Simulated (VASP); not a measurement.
# ZrB (Fm-3m) in VASP: notebook

ZrB is run at these levels: PBE; tasks: vibrations by perturbation theory, elastic constants.

All numbers are computed with VASP 6.6.1; they aren't measurements. Logs are shortened: lines on timing, memory, paths and dates and some standing lists are left out, and cuts for length are marked.

### 1 The cell of the first run

Symmetry: Fm-3m, No. 225, cubic system. Conventional cell: a = 4.907 Å, b = 4.907 Å, c = 4.907 Å, α = 90.00°, β = 90.00°, γ = 90.00°. Zr (site symmetry m-3m) has 6 B at 2.45 Å within 3.2 Å. Within 3.2 Å of B (site symmetry m-3m) lie 6 Zr at 2.45 Å.

### 2 Vibrations by perturbation theory, PBE

INCAR

```
ALGO = Normal ; EDIFF = 1E-8
ENCUT = 520 ; GGA = PE
IBRION = 8 ; ISIF = 2
ISMEAR = -1 ; LASPH = T
LCHARG = F ; LREAL = F
LWAVE = F ; NELM = 100
NSW = 1 ; PREC = Accurate
SIGMA = 0.15
```

KPOINTS

```
k-points
0
Gamma
  14 14 14
```

POSCAR

```
ZrB
1.0
    0.0000000000      2.4532548558      2.4532548558
    2.4532548558      0.0000000000      2.4532548558
    2.4532548558      2.4532548558      0.0000000000
Zr B
1 1
Direct
    0.0000000000      0.0000000000      0.0000000000
    0.5000000000      0.5000000000      0.5000000000
```

Potentials or basis: VASP PAW PBE potentials, release 64 (Zr_sv, B).

Launch:

```sh
cat potpaw_PBE.64/Zr_sv/POTCAR potpaw_PBE.64/B/POTCAR > POTCAR
mpirun -np 1 vasp_std > vasp.out
```

OUTCAR:

```text
EDIFF = 1E-8
   ENCUT = 520
   GGA = PE
   IBRION = 8
   ISIF = 2
   ISMEAR = -1
   LASPH = T
   LREAL = F
   NELM = 100
   NSW = 1
   PREC = Accurate

 ion  position               nearest neighbor table
   1  0.000  0.000  0.000-   2 2.45   2 2.45   2 2.45   2 2.45   2 2.45   2 2.45
   2  0.500  0.500  0.500-   1 2.45   1 2.45   1 2.45   1 2.45   1 2.45   1 2.45

  LATTYP: Found a face centered cubic cell.
 ALAT       =     4.9065097116

  Lattice vectors:

 A1 = (   0.0000000000,   2.4532548558,   2.4532548558)
 A2 = (   2.4532548558,   0.0000000000,   2.4532548558)
 A3 = (   2.4532548558,   2.4532548558,   0.0000000000)

Analysis of symmetry for initial positions (statically):
=====================================================================
 Subroutine PRICEL returns:
 Original cell was already a primitive cell.

 Routine SETGRP: Setting up the symmetry group for a
 face centered cubic supercell.

 Subroutine GETGRP returns: Found 48 space group operations
 (whereof 48 operations were pure point group operations)
 out of a pool of 48 trial point group operations.

The static configuration has the point symmetry O_h .

Analysis of symmetry for dynamics (positions and initial velocities):
=====================================================================
 Subroutine PRICEL returns:
 Original cell was already a primitive cell.

 Routine SETGRP: Setting up the symmetry group for a
 face centered cubic supercell.

 Subroutine GETGRP returns: Found 48 space group operations
 (whereof 48 operations were pure point group operations)
 out of a pool of 48 trial point group operations.

The dynamic configuration has the point symmetry O_h .

 Subroutine INISYM returns: Found 48 space group operations
 (whereof 48 operations are pure point group operations),
 and found     1 'primitive' translations

----------------------------------------------------------------------------------------

[... 496 lines left out ...]

 VOLUME and BASIS-vectors are now :
 -----------------------------------------------------------------------------
  energy-cutoff  :      520.00
  volume of cell :       29.53
      direct lattice vectors                 reciprocal lattice vectors
     0.000000000  2.453254856  2.453254856    -0.203810867  0.203810867  0.203810867
     2.453254856  0.000000000  2.453254856     0.203810867 -0.203810867  0.203810867
     2.453254856  2.453254856  0.000000000     0.203810867  0.203810867 -0.203810867

 POSITION                                       TOTAL-FORCE (eV/Angst)
 -----------------------------------------------------------------------------------
      0.00000      0.00000      0.00000        -0.000000     -0.000000      0.000000
      2.45325      2.45325      2.45325         0.000000      0.000000     -0.000000
 -----------------------------------------------------------------------------------
    total drift:                               -0.000000      0.000000      0.000000

  FREE ENERGIE OF THE ION-ELECTRON SYSTEM (eV)
  ---------------------------------------------------
  free  energy   TOTEN  =       -16.0494559000 eV

  energy  without entropy=      -15.9555100044  energy(sigma->0) =      -16.00248295

[... ionic steps 2 to 3 ...]

--------------------------------------- Ionic step        4  -------------------------------------------

------------------------ aborting loop because EDIFF is reached ----------------------------------------

[... ionic steps 5 to 6 ...]

--------------------------------------- Ionic step        7  -------------------------------------------

 Free energy of the ion-electron system (eV)
  ---------------------------------------------------
  ---------------------------------------------------
  free energy    TOTEN  =        -0.04067243 eV

  energy without entropy =       -0.04067243

------------------------ aborting loop because EDIFF is reached ----------------------------------------

 INTERNAL STRAIN TENSOR  FOR ION    2  DIRECTION 1   (eV/Angst):
 -----------------------------------------------------------------------------
     0.01747  0.00000 -0.00000
    -0.00000 -0.01191  0.00000
     0.00000  0.00000 -0.01191

 INTERNAL STRAIN TENSOR FOR ION    2 for displacements in x,y,z  (eV/Angst):
          X           Y           Z          XY          YZ          ZX
  --------------------------------------------------------------------------------
  x     0.00000     0.00000     0.00000     0.00000     0.00000     0.00000
  y     0.00000     0.00000     0.00000     0.00000     0.00000     0.00000
  z     0.00000     0.00000     0.00000     0.00000     0.00000     0.00000

 SECOND DERIVATIVES (NOT SYMMETRIZED)
 ------------------------------------
               1X          1Y          1Z          2X          2Y          2Z
  1X    -6.537815    0.000000    0.000000    6.537815    0.000000    0.000000
  1Y     0.000000   -6.537815    0.000000    0.000000    6.537815    0.000000
  1Z     0.000000    0.000000   -6.537815    0.000000    0.000000    6.537815
  2X     6.513838    0.000000    0.000000   -6.513838    0.000000    0.000000
  2Y     0.000000    6.513838    0.000000    0.000000   -6.513838    0.000000
  2Z     0.000000    0.000000    6.513838    0.000000    0.000000   -6.513838

 Eigenvectors and eigenvalues of the dynamical matrix
 ----------------------------------------------------

   1 f  =   12.836335 THz    80.653073 2PiTHz  428.174056 cm-1    53.086793 meV
             X         Y         Z           dx          dy          dz
      0.000000  0.000000  0.000000     0.326041   -0.000000    0.000000
      2.453255  2.453255  2.453255    -0.945356   -0.000000    0.000000
[... 21 lines left out ...]
   6 f/i=    0.007268 THz     0.045667 2PiTHz    0.242440 cm-1     0.030059 meV
             X         Y         Z           dx          dy          dz
      0.000000  0.000000  0.000000     0.102318    0.189820    0.920433
      2.453255  2.453255  2.453255     0.035288    0.065466    0.317445

--------------------------------------------------------------------------------------------------------

 ELASTIC MODULI CONTR FROM IONIC RELAXATION (kBar)
 Direction    XX          YY          ZZ          XY          YZ          ZX
 --------------------------------------------------------------------------------
 XX           0.0000      0.0000      0.0000      0.0000      0.0000      0.0000
 YY           0.0000      0.0000      0.0000      0.0000      0.0000      0.0000
 ZZ           0.0000      0.0000      0.0000      0.0000      0.0000      0.0000
 XY           0.0000      0.0000      0.0000      0.0000      0.0000      0.0000
 YZ           0.0000      0.0000      0.0000      0.0000      0.0000      0.0000
 ZX           0.0000      0.0000      0.0000      0.0000      0.0000      0.0000
 --------------------------------------------------------------------------------
```

stdout:

```text
POSCAR found type information on POSCAR ZrB
 POSCAR found :  2 types and       2 ions
 scaLAPACK will be used
 LDA part: xc-table for (Slater+PW92), standard interpolation
 POSCAR, INCAR and KPOINTS ok, starting setup
 FFT: planning ... GRIDC
 FFT: planning ... GRID_SOFT
 FFT: planning ... GRID
 WAVECAR not read
 entering main loop
 Linear response reoptimize wavefunctions to high precision
 Linear response DOF=           2
 Linear response progress:
 first order change of Fermi-energy   0.85757E-03
 force on displaced ion       1 direction 1 :  -6.538   0.000   0.000
 Linear response progress:
 first order change of Fermi-energy  -0.60977E-03
 force on displaced ion       2 direction 1 :  -6.514   0.000   0.000
 Linear response finished
```

It took 7 min on 1 thread of Intel Xeon 8259CL, shared host; peak memory 0.31 GiB.

What came out:

* Highest phonon frequency at Γ: 428 cm⁻¹

Phonon frequencies in cm⁻¹ (negative: imaginary):
```tsv
q point	frequencies
(0.000, 0.000, 0.000)	0 0 0 428 428 428
```

### 3 Elastic constants, PBE

INCAR

```
ALGO = Normal
EDIFF = 1E-8
ENCUT = 600
GGA = PE
IBRION = 6
ISIF = 3
ISMEAR = -1
LASPH = True
LCHARG = True
LREAL = False
LWAVE = False
NBANDS = 14
NELM = 100
NFREE = 2
NSW = 1
POTIM = 0.015
PREC = Accurate
SIGMA = 0.15
```

KPOINTS is that of step 2.

POSCAR is that of step 2.

Potentials or basis: VASP PAW PBE potentials, release 64 (Zr_sv, B).

Launch:

```sh
cat potpaw_PBE.64/Zr_sv/POTCAR potpaw_PBE.64/B/POTCAR > POTCAR
mpirun -np 1 vasp_std > vasp.out
```

OUTCAR:

```text
EDIFF = 1E-8
   ENCUT = 600
   GGA = PE
   IBRION = 6
   ISIF = 3
   ISMEAR = -1
   LASPH = True
   LREAL = False
   NELM = 100
   NFREE = 2
   NSW = 1
   POTIM = 0.015
   PREC = Accurate

 ion  position               nearest neighbor table
   1  0.000  0.000  0.000-   2 2.45   2 2.45   2 2.45   2 2.45   2 2.45   2 2.45
   2  0.500  0.500  0.500-   1 2.45   1 2.45   1 2.45   1 2.45   1 2.45   1 2.45

  LATTYP: Found a face centered cubic cell.
 ALAT       =     4.9065097116

  Lattice vectors:

 A1 = (   0.0000000000,   2.4532548558,   2.4532548558)
 A2 = (   2.4532548558,   0.0000000000,   2.4532548558)
 A3 = (   2.4532548558,   2.4532548558,   0.0000000000)

[... 830 lines left out ...]
  --------------------------------------------------------------------------------
  x     0.00000     0.00000     0.00000     0.00000     0.00000     0.00000
  y     0.00000     0.00000     0.00000     0.00000     0.00000     0.00000
  z     0.00000     0.00000     0.00000     0.00000     0.00000     0.00000

 INTERNAL STRAIN TENSOR FOR ION    2 for displacements in x,y,z  (eV/Angst):
          X           Y           Z          XY          YZ          ZX
  --------------------------------------------------------------------------------
  x     0.00000     0.00000     0.00000     0.00000     0.00000     0.00000
  y     0.00000     0.00000     0.00000     0.00000     0.00000     0.00000
  z     0.00000     0.00000     0.00000     0.00000     0.00000     0.00000

 Eigenvectors and eigenvalues of the dynamical matrix
 ----------------------------------------------------

   1 f  =   12.835866 THz    80.650127 2PiTHz  428.158417 cm-1    53.084854 meV
             X         Y         Z           dx          dy          dz
      0.000000  0.000000  0.000000    -0.325531    0.000000    0.000000
      2.453255  2.453255  2.453255     0.945531    0.000000    0.000000
[... 21 lines left out ...]
   6 f/i=    0.000343 THz     0.002154 2PiTHz    0.011433 cm-1     0.001418 meV
             X         Y         Z           dx          dy          dz
      0.000000  0.000000  0.000000     0.000000    0.000000    0.945531
      2.453255  2.453255  2.453255     0.000000    0.000000    0.325531

--------------------------------------------------------------------------------------------------------

 ELASTIC MODULI CONTR FROM IONIC RELAXATION (kBar)
 Direction    XX          YY          ZZ          XY          YZ          ZX
 --------------------------------------------------------------------------------
 XX           0.0000      0.0000      0.0000      0.0000      0.0000      0.0000
 YY           0.0000      0.0000      0.0000      0.0000      0.0000      0.0000
 ZZ           0.0000      0.0000      0.0000      0.0000      0.0000      0.0000
 XY           0.0000      0.0000      0.0000      0.0000      0.0000      0.0000
 YZ           0.0000      0.0000      0.0000      0.0000      0.0000      0.0000
 ZX           0.0000      0.0000      0.0000      0.0000      0.0000      0.0000
 --------------------------------------------------------------------------------

 TOTAL ELASTIC MODULI (kBar)
 Direction    XX          YY          ZZ          XY          YZ          ZX
 --------------------------------------------------------------------------------
 XX        3552.7224    617.4397    617.4397     -0.0000      0.0000      0.0000
 YY         617.4397   3552.7224    617.4397     -0.0000      0.0000      0.0000
 ZZ         617.4397    617.4397   3552.7224      0.0000     -0.0000      0.0000
 XY          -0.0000     -0.0000      0.0000    528.7137      0.0000      0.0000
 YZ           0.0000      0.0000     -0.0000      0.0000    528.7137      0.0000
 ZX           0.0000      0.0000      0.0000      0.0000      0.0000    528.7137
 --------------------------------------------------------------------------------
```

stdout:

```text
POSCAR found type information on POSCAR ZrB
 POSCAR found :  2 types and       2 ions
 scaLAPACK will be used
 LDA part: xc-table for (Slater+PW92), standard interpolation
 POSCAR, INCAR and KPOINTS ok, starting setup
 FFT: planning ... GRIDC
 FFT: planning ... GRID_SOFT
 FFT: planning ... GRID
 WAVECAR not read
 entering main loop
 Found     2 degrees of freedom:
 Adding 6 more for cell shape distortion
 Finite differences POTIM= 0.01500 DOF=   8
 bond charge predicted
 Finite differences progress:
 bond charge predicted
 Finite differences progress:
 bond charge predicted
 Finite differences progress:
 bond charge predicted
 Finite differences progress:
 bond charge predicted
 Finite differences progress:
 bond charge predicted
 Finite differences progress:
 bond charge predicted
 Finite differences progress:
 bond charge predicted
 Finite differences progress:
 bond charge predicted
 Finite differences progress:
 bond charge predicted
 Finite differences progress:
 bond charge predicted
 Finite differences progress:
 bond charge predicted
 Finite differences progress:
 bond charge predicted
 Finite differences progress:
 bond charge predicted
 Finite differences progress:
 bond charge predicted
 Finite differences progress:
 bond charge predicted
 Finite differences progress:
```

Run time: 29 min. Hardware: 1 thread of Intel Xeon 8259CL, shared host; peak memory 0.66 GiB.

What came out:

| Property | Result |
| --- | --- |
| Elastic constants C11, C12, C44 | 355, 62, 53 GPa |
| Voigt bulk modulus | 160 GPa |
| Highest phonon frequency at Γ | 428 cm⁻¹ |

Phonon frequencies in cm⁻¹ (negative: imaginary):
| q point | frequencies |
| --- | --- |
| (0.000, 0.000, 0.000) | 0 0 0 428 428 428 |

Elastic tensor in Voigt notation (GPa, in the Cartesian axes of the cell as first typed):
```
355  62  62   0   0   0
 62 355  62   0   0   0
 62  62 355   0   0   0
  0   0   0  53   0   0
  0   0   0   0  53   0
  0   0   0   0   0  53
```

Clamped-ion elastic tensor (GPa):
```
355  62  62   0   0   0
 62 355  62   0   0   0
 62  62 355   0   0   0
  0   0   0  53   0   0
  0   0   0   0  53   0
  0   0   0   0   0  53
```
